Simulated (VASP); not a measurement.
# Zn4SeS3 in VASP: further runs

Aim: see how the results for Zn4SeS3 move with the level of theory and the settings. Levels: r2SCAN, PBE. Tasks: single point.

All numbers are computed with VASP 6.6.1; they aren't measurements. Logs are shortened: lines on timing, memory, paths and dates and some standing lists are left out, and cuts for length are marked.

### Step 1. The cell of the first run

The structure is cubic, space group P-43m (No. 215). Conventional cell: a = 5.516 Å, b = 5.516 Å, c = 5.516 Å, α = 90.00°, β = 90.00°, γ = 90.00°. Within 3.1 Å of Zn (site symmetry 3m) lie 3 S at 2.37 Å and 1 Se at 2.45 Å. Se (site symmetry -43m) has 4 Zn at 2.45 Å within 3.2 Å. Within 3.1 Å of S (site symmetry -42m) lie 4 Zn at 2.37 Å.

### Step 2. Single point, r2SCAN

POSCAR reads:

```
Zn4SeS3
1.0
    5.5155751000      0.0000000000      0.0000000000
    0.0000000000      5.5155751000      0.0000000000
    0.0000000000      0.0000000000      5.5155751000
Zn Se S
4 1 3
Direct
    0.7436060000      0.7436060000      0.7436060000
    0.7436060000      0.2563940000      0.2563940000
    0.2563940000      0.7436060000      0.2563940000
    0.2563940000      0.2563940000      0.7436060000
    0.0000000000      0.0000000000      0.0000000000
    0.5000000000      0.5000000000      0.0000000000
    0.5000000000      0.0000000000      0.5000000000
    0.0000000000      0.5000000000      0.5000000000
```

INCAR.step1 reads:

```
SYSTEM = Zn4SeS3
  PREC = Accurate
  ENCUT = 520
  ISMEAR = 0
  SIGMA = 0.02
  LREAL = .False.
  LASPH = .True.
  NELM = 100
  NBANDS = 46
  GGA = PE
  ALGO = Normal
  EDIFF = 1E-4
  LWAVE = .True.
  LCHARG = .False.
```

INCAR.step2 reads:

```
SYSTEM = Zn4SeS3
  PREC = Accurate
  ENCUT = 520
  EDIFF = 1E-6
  ISMEAR = 0
  SIGMA = 0.02
  LREAL = .False.
  LASPH = .True.
  NELM = 100
  ALGO = Normal
  ISIF = 2
  LWAVE = .False.
  LCHARG = .False.
  METAGGA = R2SCAN
  LMIXTAU = .True.
  NBANDS = 46
  ISTART = 1
```

KPOINTS reads:

```
Automatic mesh
0
Gamma
  6 6 6
  0 0 0
```

Potentials or basis: VASP PAW PBE potentials, release 64 (Zn, Se, S).

Run with:

```bash
$ cat potpaw_PBE.64/Zn/POTCAR potpaw_PBE.64/Se/POTCAR potpaw_PBE.64/S/POTCAR > POTCAR
$ cp INCAR.step1 INCAR
$ mpirun -np 1 vasp_std > vasp.out
$ cp INCAR.step2 INCAR
$ mpirun -np 1 vasp_std > vasp.out
```

OUTCAR:

```text
SYSTEM = Zn4SeS3
   PREC = Accurate
   ENCUT = 520
   EDIFF = 1E-6
   ISMEAR = 0
   LREAL = .False.
   LASPH = .True.
   NELM = 100
   ISIF = 2
   METAGGA = R2SCAN
   ISTART = 1

 ion  position               nearest neighbor table
   1  0.744  0.744  0.744-   6 2.37   7 2.37   8 2.37   5 2.45
   2  0.744  0.256  0.256-   6 2.37   7 2.37   8 2.37   5 2.45
   3  0.256  0.744  0.256-   6 2.37   7 2.37   8 2.37   5 2.45
   4  0.256  0.256  0.744-   6 2.37   7 2.37   8 2.37   5 2.45
   5  0.000  0.000  0.000-   1 2.45   2 2.45   3 2.45   4 2.45
   6  0.500  0.500  0.000-   1 2.37   2 2.37   3 2.37   4 2.37
   7  0.500  0.000  0.500-   1 2.37   2 2.37   3 2.37   4 2.37
   8  0.000  0.500  0.500-   1 2.37   2 2.37   3 2.37   4 2.37

  LATTYP: Found a simple cubic cell.
 ALAT       =     5.5155751000

  Lattice vectors:

 A1 = (   5.5155751000,   0.0000000000,   0.0000000000)
 A2 = (   0.0000000000,   5.5155751000,   0.0000000000)
 A3 = (   0.0000000000,   0.0000000000,   5.5155751000)

Analysis of symmetry for initial positions (statically):
=====================================================================
 Subroutine PRICEL returns:
 Original cell was already a primitive cell.

 Routine SETGRP: Setting up the symmetry group for a
 simple cubic supercell.

 Subroutine GETGRP returns: Found 24 space group operations
 (whereof 24 operations were pure point group operations)
 out of a pool of 48 trial point group operations.

The static configuration has the point symmetry T_d .

Analysis of symmetry for dynamics (positions and initial velocities):
=====================================================================
 Subroutine PRICEL returns:
 Original cell was already a primitive cell.

 Routine SETGRP: Setting up the symmetry group for a
 simple cubic supercell.

 Subroutine GETGRP returns: Found 24 space group operations
 (whereof 24 operations were pure point group operations)
 out of a pool of 48 trial point group operations.

The dynamic configuration has the point symmetry T_d .

 Subroutine INISYM returns: Found 24 space group operations
 (whereof 24 operations are pure point group operations),
 and found     1 'primitive' translations

----------------------------------------------------------------------------------------

                                     Primitive cell

  volume of cell :     167.7924

  direct lattice vectors                    reciprocal lattice vectors
     5.515575100  0.000000000  0.000000000     0.181304756  0.000000000  0.000000000
     0.000000000  5.515575100  0.000000000     0.000000000  0.181304756  0.000000000
     0.000000000  0.000000000  5.515575100     0.000000000  0.000000000  0.181304756

  length of vectors
     5.515575100  5.515575100  5.515575100     0.181304756  0.181304756  0.181304756

  position of ions in fractional coordinates (direct lattice)
     0.743606000  0.743606000  0.743606000
     0.743606000  0.256394000  0.256394000
     0.256394000  0.743606000  0.256394000
     0.256394000  0.256394000  0.743606000
     0.000000000  0.000000000  0.000000000
     0.500000000  0.500000000  0.000000000
     0.500000000  0.000000000  0.500000000
     0.000000000  0.500000000  0.500000000

  ion indices of the primitive-cell ions
   primitive index   ion index
                 1           1
                 2           2
                 3           3
                 4           4
                 5           5
                 6           6
                 7           7
                 8           8

----------------------------------------------------------------------------------------

 KPOINTS: Automatic mesh

Automatic generation of k-mesh.
 Grid dimensions read from file:
 generate k-points for:    6    6    6

 Generating k-lattice:

  Cartesian coordinates                     Fractional coordinates (reciprocal lattice)
     0.030217459  0.000000000  0.000000000     0.166666667  0.000000000  0.000000000
     0.000000000  0.030217459  0.000000000     0.000000000  0.166666667  0.000000000
     0.000000000  0.000000000  0.030217459     0.000000000  0.000000000  0.166666667

  Length of vectors
     0.030217459  0.030217459  0.030217459

  Shift w.r.t. Gamma in fractional coordinates (k-lattice)
     0.000000000  0.000000000  0.000000000

 Subroutine IBZKPT returns following result:
 ===========================================

 Found     20 irreducible k-points:

 Following reciprocal coordinates:
            Coordinates               Weight
  0.000000  0.000000  0.000000      1.000000
  0.166667  0.000000  0.000000      6.000000
  0.333333  0.000000  0.000000      6.000000
  0.500000  0.000000  0.000000      3.000000
  0.166667  0.166667  0.000000     12.000000
  0.333333  0.166667  0.000000     24.000000
[... 12 lines left out ...]
  0.500000  0.500000  0.333333      6.000000
  0.500000  0.500000  0.500000      1.000000
   k-points           NKPTS =     20   k-points in BZ     NKDIM =     20   number of bands    NBANDS=     46
   number of dos      NEDOS =    301   number of ions     NIONS =      8
   total plane-waves  NPLWV =  74088
   dimension x,y,z NGX =    42 NGY =   42 NGZ =   42
   dimension x,y,z NGXF=    84 NGYF=   84 NGZF=   84
   ions per type =               4   1   3
   NGX,Y,Z   is equivalent  to a cutoff of  12.66, 12.66, 12.66 a.u.
   NGXF,Y,Z  is equivalent  to a cutoff of  25.32, 25.32, 25.32 a.u.
 SYSTEM =  Zn4SeS3
   PREC   = accura    normal or accurate (medium, high low for compatibility)
   ISTART =      1    job   : 0-new  1-cont  2-samecut
   ICHARG =      0    charge: 1-file 2-atom 10-const
   ISPIN  =      1    spin polarized calculation?
   LNONCOLLINEAR =      F non collinear calculations
   LSORBIT =      F    spin-orbit coupling
   LASPH  =      T    aspherical Exc in radial PAW
   ENCUT  =  520.0 eV  38.22 Ry    6.18 a.u.  10.26 10.26 10.26*2*pi/ulx,y,z
   NELM   =    100;   NELMIN=  2; NELMDL=  0     # of ELM steps
   EDIFF  = 0.1E-05   stopping-criterion for ELM
   LREAL  =      F    real-space projection
   EDIFFG = 0.1E-04   stopping-criterion for IOM
   NSW    =      0    number of steps for IOM
   IBRION =     -1    ionic relax: 0-MD 1-quasi-New 2-CG
   NFREE  =      0    steps in history (QN), initial steepest desc. (CG)
   ISIF   =      2    stress and relaxation
   ISYM   =      2    0-nonsym 1-usesym 2-fastsym
   POTIM  = 0.5000    time-step for ionic-motion
   TEBEG  =    0.0;   TEEND  =   0.0 temperature during run
   PSTRESS=    0.0 pullay stress
   NELECT =      72.0000    total number of electrons
   NUPDOWN=      -1.0000    fix difference up-down
   EMIN   =  10.00;   EMAX   =-10.00  energy-range for DOS
   EFERMI =   0.00;   METHOD = LEGACY
   ISMEAR =     0;   SIGMA  =   0.02  broadening in eV -4-tet -1-fermi 0-gaus
   EFERMI_NEDOS =   21; number of points for ismear=-14 and -15
   IALGO  =     38    algorithm
   IMIX   =      4    mixing-type and parameters
     AMIX     =   0.40;   BMIX     =  1.00
     AMIX_MAG =   1.60;   BMIX_MAG =  1.00
  volume/ion in A,a.u.               =      20.97       141.54
  Fermi-wavevector in a.u.,A,eV,Ry     =   1.234795  2.333424 20.745057  1.524719
  Thomas-Fermi vector in A             =   2.369471
   LORBIT       =      0    0 simple, 1 ext, 2 COOP (PROOUT), +10 PAW based schemes
   METAGGA = R2SCAN    functional components
   LHFCALC =     F    Hartree Fock is set to
   AEXX    =    0.0000 exact exchange contribution
   IVDW    =     0    specifies the selected vdW correction
   LEPSILON=     F    determine dielectric tensor
   LRPA    =     F    only Hartree local field effects (RPA)
 non-spin polarized calculation
 Gauss-broadening in eV      SIGMA  =   0.02
  energy-cutoff  :      520.00
  volume of cell :      167.79
 maximum number of plane-waves:      4632
 NGX is ok and might be reduce to    42
   NGX = 21   NGY = 21   NGZ = 21

 number of electron      71.9999997 magnetization

 Free energy of the ion-electron system (eV)
  ---------------------------------------------------
  ext. energy  EPLUGINS =         0.00000000
  ---------------------------------------------------
  free energy    TOTEN  =       -81.41216245 eV

  energy without entropy =      -81.41216245  energy(sigma->0) =      -81.41216245

 E-fermi :   1.6112     XC(G=0): -10.0672

 val. band max:        1.4851687512   @ k =   0.0000   0.0000   0.0000
 cond. band min:       3.7610279004   @ k =   0.0000   0.0000   0.0000
 fundamental gap:      2.2758591493
 Fermi energy:         1.6112190537

 k-point     1 :       0.0000    0.0000    0.0000
  band No.  band energies     occupation
      1     -12.0479      2.00000
      2     -10.9250      2.00000
      3     -10.9250      2.00000
      4     -10.8119      2.00000
      5      -5.0040      2.00000
      6      -5.0040      2.00000
[... 38 lines left out ...]
     45       8.2446      0.00000
     46       8.2446      0.00000

 k-point     2 :       0.1667    0.0000    0.0000
  band No.  band energies     occupation
      1     -11.9815      2.00000
      2     -10.9966      2.00000
      3     -10.9237      2.00000
      4     -10.8303      2.00000
      5      -5.0091      2.00000
      6      -4.9865      2.00000
[... 38 lines left out ...]
     45       8.5404      0.00000
     46       8.5404      0.00000

 k-point     3 :       0.3333    0.0000    0.0000
  band No.  band energies     occupation
      1     -11.7936      2.00000
      2     -11.2219      2.00000
      3     -10.9211      2.00000
      4     -10.8391      2.00000
      5      -5.0192      2.00000
      6      -4.9947      2.00000
[... 38 lines left out ...]
     45       9.3277      0.00000
     46       9.3277      0.00000

 k-point     4 :       0.5000    0.0000    0.0000
  band No.  band energies     occupation
      1     -11.5384      2.00000
      2     -11.4991      2.00000
      3     -10.9198      2.00000
      4     -10.8398      2.00000
      5      -5.0234      2.00000
      6      -5.0104      2.00000
[... 724 lines left out ...]
     45       9.0552      0.00000
     46       9.1767      0.00000

 k-point    19 :       0.5000    0.5000    0.3333
  band No.  band energies     occupation
      1     -11.2151      2.00000
      2     -11.2147      2.00000
      3     -11.2147      2.00000
      4     -11.0972      2.00000
      5      -4.9194      2.00000
      6      -4.9164      2.00000
[... 38 lines left out ...]
     45       8.8302      0.00000
     46       8.8631      0.00000

 k-point    20 :       0.5000    0.5000    0.5000
  band No.  band energies     occupation
      1     -11.2094      2.00000
      2     -11.2094      2.00000
      3     -11.2094      2.00000
      4     -11.0910      2.00000
      5      -4.9218      2.00000
      6      -4.9218      2.00000
[... 38 lines left out ...]
     45       8.6807      0.00000
     46       8.6807      0.00000

------------------------ aborting loop because EDIFF is reached ----------------------------------------

  FORCE on cell =-STRESS in cart. coord.  units (eV):
  Direction    XX          YY          ZZ          XY          YZ          ZX
  --------------------------------------------------------------------------------------
  -------------------------------------------------------------------------------------
  Total       -2.1392188     -2.1392188     -2.1392188      0.0000000     -0.0000000      0.0000000
  in kB      -20.4264734    -20.4264734    -20.4264734      0.0000000     -0.0000000      0.0000000
  external PRESSURE =     -20.4264734 kB  Pullay stress =       0.0000000 kB

 VOLUME and BASIS-vectors are now :
 -----------------------------------------------------------------------------
  energy-cutoff  :      520.00
  volume of cell :      167.79
      direct lattice vectors                 reciprocal lattice vectors
     5.515575100  0.000000000  0.000000000     0.181304756  0.000000000  0.000000000
     0.000000000  5.515575100  0.000000000     0.000000000  0.181304756  0.000000000
     0.000000000  0.000000000  5.515575100     0.000000000  0.000000000  0.181304756

 POSITION                                       TOTAL-FORCE (eV/Angst)
 -----------------------------------------------------------------------------------
      4.10141      4.10141      4.10141         0.018049      0.018049      0.018049
      4.10141      1.41416      1.41416         0.018049     -0.018049     -0.018049
      1.41416      4.10141      1.41416        -0.018049      0.018049     -0.018049
      1.41416      1.41416      4.10141        -0.018049     -0.018049      0.018049
      0.00000      0.00000      0.00000         0.000000      0.000000     -0.000000
      2.75779      2.75779      0.00000         0.000000      0.000000     -0.000000
      2.75779      0.00000      2.75779         0.000000      0.000000     -0.000000
      0.00000      2.75779      2.75779         0.000000      0.000000     -0.000000
 -----------------------------------------------------------------------------------
    total drift:                                0.000000      0.000000     -0.000000

  FREE ENERGIE OF THE ION-ELECTRON SYSTEM (eV)
  ---------------------------------------------------
  free  energy   TOTEN  =       -81.4121624470 eV

  energy  without entropy=      -81.4121624470  energy(sigma->0) =      -81.41216245
```

Wall time 5 min (1 thread of Intel Xeon 6975P-C (Granite Rapids), shared host); peak memory 0.36 GiB.

What came out:

- Free energy: -81.4122 eV
- Pressure: -2.0 GPa
- Largest force: 0.031 eV/Å
- Band gap on the k mesh: 2.28 eV

Forces on the atoms (eV/Å):
```
Zn   0.018  0.018  0.018
Zn   0.018 -0.018 -0.018
Zn  -0.018  0.018 -0.018
Zn  -0.018 -0.018  0.018
Se   0.000  0.000  0.000
S    0.000  0.000  0.000
S    0.000  0.000  0.000
S    0.000  0.000  0.000
```

Levels at points of the mesh, in eV from the valence-band top:
```csv
k point,band 33,band 34,band 35,band 36,band 37,band 38,band 39,band 40
"(0.00, 0.00, 0.00)",-2.12,0.00,0.00,0.00,2.28,3.46,3.77,3.77
"(0.50, 0.00, 0.00)",-1.40,-1.40,-1.05,-1.05,4.57,4.67,4.88,4.94
"(0.50, 0.50, 0.00)",-1.16,-1.02,-0.73,-0.73,4.97,4.97,5.19,5.20
"(0.50, 0.50, 0.50)",-1.00,-0.59,-0.59,-0.59,3.47,3.47,3.47,3.75
```

Caveat: the PAW data sets were made with another functional, which shifts forces and pressure a little.

### Step 3. Single point, PBE

INCAR reads:

```
SYSTEM = Zn4SeS3
PREC = Accurate
ENCUT = 520
EDIFF = 1E-6
ISMEAR = 0
SIGMA = 0.1
LREAL = .FALSE.
LASPH = .TRUE.
NELM = 60
ALGO = Normal
ISIF = 2
LWAVE = .FALSE.
LCHARG = .FALSE.
GGA = PE
NBANDS = 46
```

KPOINTS reads:

```
Automatic mesh
0
G
  4 4 4
  0 0 0
```

POSCAR reads:

```
Zn4SeS3
1.0
    5.5150708626     -0.0006188795     -0.0031448742
   -0.0006295881      5.5197747421      0.0022805355
   -0.0032638266      0.0023587423      5.5116439493
Zn Se S
4 1 3
Direct
    0.7436510110      0.7435140387      0.7431858597
    0.7437784680      0.2561886899      0.2565952265
    0.2565865301      0.7436020093      0.2561011551
    0.2563669372      0.2562041081      0.7440027909
   -0.0003065176      0.0000351551      0.0000227334
    0.5001341990      0.5000895873      0.0000324977
    0.4997314030      0.0002738969      0.5000717793
    0.0000579693      0.5000925146      0.4999879574
```

Potentials or basis: VASP PAW PBE potentials, release 64 (Zn, Se, S).

Run with:

```bash
$ cat potpaw_PBE.64/Zn/POTCAR potpaw_PBE.64/Se/POTCAR potpaw_PBE.64/S/POTCAR > POTCAR
$ mpirun -np 1 vasp_std > vasp.out
```

Wall time 2.7 min (1 thread of Intel Xeon 6975P-C (Granite Rapids), shared host); peak memory 0.39 GiB.

Results (log left out):

* Free energy: -26.5239 eV
* Pressure: 0.2 GPa
* Largest force: 0.011 eV/Å
* Band gap on the k mesh: 1.73 eV

Forces on the atoms (eV/Å):
```
Zn  -0.004 -0.004  0.001
Zn  -0.005  0.007  0.002
Zn   0.001 -0.005  0.007
Zn   0.003  0.009 -0.007
Se   0.001 -0.002  0.000
S   -0.001  0.000 -0.001
S    0.002 -0.005 -0.001
S    0.003  0.001  0.000
```

Levels at points of the mesh, in eV from the valence-band top:
```csv
k point,band 34,band 35,band 36,band 37,band 38,band 39
"(0.00, 0.00, 0.00)",-0.01,-0.01,0.00,1.73,3.12,3.43
"(0.50, 0.00, 0.00)",-1.38,-1.04,-1.03,4.12,4.18,4.44
"(0.00, 0.50, 0.00)",-1.37,-1.04,-1.03,4.12,4.18,4.44
"(0.50, 0.50, 0.00)",-1.01,-0.72,-0.72,4.44,4.44,4.63
"(0.00, 0.00, 0.50)",-1.38,-1.04,-1.04,4.13,4.17,4.44
"(0.50, 0.00, 0.50)",-1.00,-0.72,-0.71,4.44,4.46,4.64
"(0.00, 0.50, 0.50)",-1.01,-0.72,-0.72,4.44,4.45,4.63
"(0.50, 0.50, 0.50)",-0.58,-0.58,-0.57,2.96,2.97,2.98
```
